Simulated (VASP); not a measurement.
# C (Fd-3m) in VASP: notebook

The runs below take C through single point, relaxation of cell and atoms, with LDA.

All numbers are computed with VASP 6.6.1; they aren't measurements. Logs are shortened: lines on timing, memory, paths and dates and some standing lists are left out, and cuts for length are marked.

### Step 1. The cell of the first run

It takes space group Fd-3m (No. 227, cubic). The conventional cell has a = 3.508 Å, b = 3.508 Å, c = 3.508 Å, α = 90.00°, β = 90.00°, γ = 90.00°. C (site symmetry -43m) has 4 C at 1.52 Å within 2.0 Å.

### Step 2. Single point, LDA

File INCAR:

```
PREC = Accurate ; ENCUT = 600
EDIFF = 1E-6 ; ISMEAR = 1
SIGMA = 0.05 ; LREAL = False
LASPH = True ; NELM = 120
ALGO = Normal ; ISIF = 2
LWAVE = False ; LCHARG = True
GGA = CA ; LELF = True
LVHAR = True ; NBANDS = 11
GGA_COMPAT = False
```

File KPOINTS:

```
Automatic mesh
0
Gamma
  10 10 10
```

File POSCAR:

```
C
1.0
    0.0000000000      1.7538728539      1.7538728539
    1.7538728539      0.0000000000      1.7538728539
    1.7538728539      1.7538728539      0.0000000000
C
2
Direct
    1.0000000000      1.0000000000      1.0000000000
    0.2500000000      0.2500000000      0.2500000000
```

Potentials or basis: VASP PAW LDA potentials, release 64 (C).

Run with:

```sh
$ cat potpaw_LDA.64/C/POTCAR > POTCAR
$ mpirun -np 1 vasp_std > vasp.out
```

OUTCAR:

```text
PREC = Accurate
   ENCUT = 600
   EDIFF = 1E-6
   ISMEAR = 1
   LREAL = False
   LASPH = True
   NELM = 120
   ISIF = 2
   GGA = CA

 ion  position               nearest neighbor table
   1  0.000  0.000  0.000-   2 1.52   2 1.52   2 1.52   2 1.52
   2  0.250  0.250  0.250-   1 1.52   1 1.52   1 1.52   1 1.52

  LATTYP: Found a face centered cubic cell.
 ALAT       =     3.5077457078

  Lattice vectors:

 A1 = (   0.0000000000,   1.7538728539,   1.7538728539)
 A2 = (   1.7538728539,   0.0000000000,   1.7538728539)
 A3 = (   1.7538728539,   1.7538728539,   0.0000000000)

Analysis of symmetry for initial positions (statically):
=====================================================================
 Subroutine PRICEL returns:
 Original cell was already a primitive cell.

 Routine SETGRP: Setting up the symmetry group for a
 face centered cubic supercell.

 Subroutine GETGRP returns: Found 48 space group operations
 (whereof 24 operations were pure point group operations)
 out of a pool of 48 trial point group operations.

The static configuration has the point symmetry T_d .
 The point group associated with its full space group is O_h .

Analysis of symmetry for dynamics (positions and initial velocities):
=====================================================================
 Subroutine PRICEL returns:
 Original cell was already a primitive cell.

 Routine SETGRP: Setting up the symmetry group for a
 face centered cubic supercell.

 Subroutine GETGRP returns: Found 48 space group operations
 (whereof 24 operations were pure point group operations)
 out of a pool of 48 trial point group operations.

The dynamic configuration has the point symmetry T_d .
 The point group associated with its full space group is O_h .

 Subroutine INISYM returns: Found 48 space group operations
 (whereof 24 operations are pure point group operations),
 and found     1 'primitive' translations

----------------------------------------------------------------------------------------

                                     Primitive cell

  volume of cell :      10.7901

  direct lattice vectors                    reciprocal lattice vectors
     0.000000000  1.753872854  1.753872854    -0.285083379  0.285083379  0.285083379
     1.753872854  0.000000000  1.753872854     0.285083379 -0.285083379  0.285083379
     1.753872854  1.753872854  0.000000000     0.285083379  0.285083379 -0.285083379

  length of vectors
     2.480350777  2.480350777  2.480350777     0.493778897  0.493778897  0.493778897
[... 82 lines left out ...]
   LREAL  =      F    real-space projection
[... 7 lines left out ...]
   TEBEG  =    0.0;   TEEND  =   0.0 temperature during run
   PSTRESS=    0.0 pullay stress
   NELECT =       8.0000    total number of electrons
   NUPDOWN=      -1.0000    fix difference up-down
   EMIN   =  10.00;   EMAX   =-10.00  energy-range for DOS
   EFERMI =   0.00;   METHOD = LEGACY
   ISMEAR =     1;   SIGMA  =   0.05  broadening in eV -4-tet -1-fermi 0-gaus
   EFERMI_NEDOS =   21; number of points for ismear=-14 and -15
   IALGO  =     38    algorithm
   IMIX   =      4    mixing-type and parameters
     AMIX     =   0.40;   BMIX     =  1.00
     AMIX_MAG =   1.60;   BMIX_MAG =  1.00
  volume/ion in A,a.u.               =       5.40        36.41
  Fermi-wavevector in a.u.,A,eV,Ry     =   1.481711  2.800027 29.871133  2.195466
  Thomas-Fermi vector in A             =   2.595587
   LORBIT       =      0    0 simple, 1 ext, 2 COOP (PROOUT), +10 PAW based schemes
   GGA     = CA    functional components
   LHFCALC =     F    Hartree Fock is set to
   AEXX    =    0.0000 exact exchange contribution
   IVDW    =     0    specifies the selected vdW correction
   LEPSILON=     F    determine dielectric tensor
   LRPA    =     F    only Hartree local field effects (RPA)
 non-spin polarized calculation
 Methfessel and Paxton  Order N= 1 SIGMA  =   0.05
  energy-cutoff  :      600.00
  volume of cell :       10.79
 maximum number of plane-waves:       370
   NGX =  9   NGY =  9   NGZ =  9

 number of electron       7.9999998 magnetization

 Free energy of the ion-electron system (eV)
  ---------------------------------------------------
  ext. energy  EPLUGINS =         0.00000000
  ---------------------------------------------------
  free energy    TOTEN  =       -20.24278947 eV

  energy without entropy =      -20.24279817  energy(sigma->0) =      -20.24279237

 E-fermi :  10.5099     XC(G=0): -13.7432

 val. band max:       10.4677850483   @ k =   0.0000   0.0000   0.0000
 cond. band min:      14.7204600226   @ k =   0.4000   0.4000   0.0000
 fundamental gap:      4.2526749744
 Fermi energy:        10.5098786351

 k-point     1 :       0.0000    0.0000    0.0000
  band No.  band energies     occupation
      1     -11.5283      2.00000
      2      10.4678      2.00000
      3      10.4678      2.00000
      4      10.4678      2.00000
      5      16.1518      0.00000
      6      16.1518      0.00000
      7      16.1518      0.00000
      8      25.1841      0.00000
      9      30.1419      0.00000
     10      37.6664      0.00000
     11      37.6664      0.00000
[... 309 lines left out ...]
 k-point    24 :       0.4000    0.3000    0.0000
  band No.  band energies     occupation
      1      -6.7771      2.00000
      2       2.3616      2.00000
      3       4.2132      2.00000
      4       4.8526      2.00000
      5      15.3669      0.00000
      6      18.5929      0.00000
      7      25.0004      0.00000
      8      25.1297      0.00000
      9      33.0363      0.00000
     10      33.7937      0.00000
     11      41.9369      0.00000

 [... further k-points ...]

------------------------ aborting loop because EDIFF is reached ----------------------------------------

  FORCE on cell =-STRESS in cart. coord.  units (eV):
  Direction    XX          YY          ZZ          XY          YZ          ZX
  --------------------------------------------------------------------------------------
  -------------------------------------------------------------------------------------
  Total        0.7289361      0.7289361      0.7289361      0.0000000      0.0000000      0.0000000
  in kB      108.2369980    108.2369980    108.2369980      0.0000000      0.0000000      0.0000000
  external PRESSURE =     108.2369980 kB  Pullay stress =       0.0000000 kB

 VOLUME and BASIS-vectors are now :
 -----------------------------------------------------------------------------
  energy-cutoff  :      600.00
  volume of cell :       10.79
      direct lattice vectors                 reciprocal lattice vectors
     0.000000000  1.753872854  1.753872854    -0.285083379  0.285083379  0.285083379
     1.753872854  0.000000000  1.753872854     0.285083379 -0.285083379  0.285083379
     1.753872854  1.753872854  0.000000000     0.285083379  0.285083379 -0.285083379

 POSITION                                       TOTAL-FORCE (eV/Angst)
 -----------------------------------------------------------------------------------
      0.00000      0.00000      0.00000         0.000000      0.000000      0.000000
      0.87694      0.87694      0.87694        -0.000000     -0.000000     -0.000000
 -----------------------------------------------------------------------------------
    total drift:                                0.000000      0.000000      0.000000

  FREE ENERGIE OF THE ION-ELECTRON SYSTEM (eV)
  ---------------------------------------------------
  free  energy   TOTEN  =       -20.2427894702 eV

  energy  without entropy=      -20.2427981671  energy(sigma->0) =      -20.24279237
```

It took 4.9 s on 1 thread of Intel Xeon Platinum 8259CL at 2.50GHz (Skylake/Cascade Lake), shared host; peak memory 0.11 GiB.

Results:

```
Free energy            : -20.2428 eV
Pressure               : 10.8 GPa
Band gap on the k mesh : 4.25 eV (least direct gap 5.68 eV)
```

Caveat: the cell stands under pressure. A k mesh can miss the band edges.

### Step 3. Single point, LDA

This run uses another cell than the first one, of 5.29 Å³/atom.

File INCAR:

```
PREC = Accurate ; ENCUT = 600
EDIFF = 1E-6 ; ISMEAR = 1
SIGMA = 0.05 ; LREAL = False
LASPH = True ; NELM = 120
ALGO = Normal ; ISIF = 2
LWAVE = False ; LCHARG = False
NBANDS = 11 ; GGA_COMPAT = False
```

File KPOINTS:

```
regular mesh
0
Gamma
  10 10 10
```

File POSCAR:

```
C
1.0
    0.0000000000      1.7426803561      1.7426803561
    1.7426803561      0.0000000000      1.7426803561
    1.7426803561      1.7426803561      0.0000000000
C
2
Direct
    1.0000000000      1.0000000000      1.0000000000
    0.2500000000      0.2500000000      0.2500000000
```

Potentials or basis: VASP PAW LDA potentials, release 64 (C).

Run with:

```sh
$ cat potpaw_LDA.64/C/POTCAR > POTCAR
$ mpirun -np 1 vasp_std > vasp.out
```

It took 7.1 s on 1 thread of Intel Xeon Platinum 8259CL at 2.50GHz (Skylake/Cascade Lake), shared host; peak memory 0.11 GiB.

It converged, with:

* Free energy: -20.2213 eV
* Pressure: 20.9 GPa
* Band gap on the k mesh: 4.30 eV (least direct gap 5.74 eV)

Levels at points of the mesh, in eV from the valence-band top:
```tsv
k point	band 1	band 2	band 3	band 4	band 5	band 6	band 7	band 8
(0.00, 0.00, 0.00)	-22.26	0.00	0.00	0.00	5.74	5.74	5.74	15.17
(0.50, 0.00, 0.00)	-16.01	-14.15	-2.97	-2.97	8.68	8.68	9.98	16.03
(0.50, 0.50, 0.00)	-13.11	-13.11	-6.72	-6.72	4.86	4.86	17.70	17.70
```

Caveat: the cell stands under pressure. A k mesh can miss the band edges.

### Step 4. Single point, LDA

This run uses another cell than the first one, of 5.20 Å³/atom.

File INCAR:

```
SYSTEM = C
PREC     = Accurate       ! precision mode
ENCUT    = 600            ! plane-wave cutoff, eV
EDIFF    = 1E-6           ! SCF threshold, eV
ISMEAR   = 1              ! smearing method
SIGMA    = 0.05           ! smearing width, eV
LREAL    = .False.        ! projectors in reciprocal space
LASPH    = .True.         ! aspherical terms in the spheres
NELM     = 120            ! most SCF steps
ALGO     = Normal         ! electronic algorithm
ISIF     = 2              ! what is computed and relaxed
LWAVE    = .False.        ! write WAVECAR
LCHARG   = .False.        ! write CHGCAR
GGA      = CA             ! functional
NBANDS   = 11             ! bands
GGA_COMPAT= .False.
```

File KPOINTS:

```
Automatic mesh
0
Gamma
  10 10 10
  0 0 0
```

File POSCAR:

```
C
1.0
    0.0000000000      1.7322651466      1.7322651466
    1.7322651466      0.0000000000      1.7322651466
    1.7322651466      1.7322651466      0.0000000000
C
2
Direct
    1.0000000000      1.0000000000      1.0000000000
    0.2500000000      0.2500000000      0.2500000000
```

Run with:

```sh
$ cat potpaw_LDA.64/C/POTCAR > POTCAR
$ mpirun -np 1 vasp_std > vasp.out
```

Run time: 4.4 s. Hardware: 1 thread of Intel Xeon Platinum 8259CL at 2.50GHz (Skylake/Cascade Lake), shared host; peak memory 0.11 GiB.

The run converged. Its results:

* Free energy: -20.1897 eV
* Pressure: 31.0 GPa
* Band gap on the k mesh: 4.34 eV (least direct gap 5.79 eV)

Levels at points of the mesh, in eV from the valence-band top:
```tsv
k point	band 1	band 2	band 3	band 4	band 5	band 6	band 7	band 8
(0.00, 0.00, 0.00)	-22.52	0.00	0.00	0.00	5.79	5.79	5.79	15.60
(0.50, 0.00, 0.00)	-16.15	-14.36	-3.02	-3.02	8.75	8.75	10.24	16.19
(0.50, 0.50, 0.00)	-13.25	-13.25	-6.83	-6.83	4.90	4.90	17.98	17.98
```

Caveat: the cell stands under pressure.

[end of part 1 of 2]
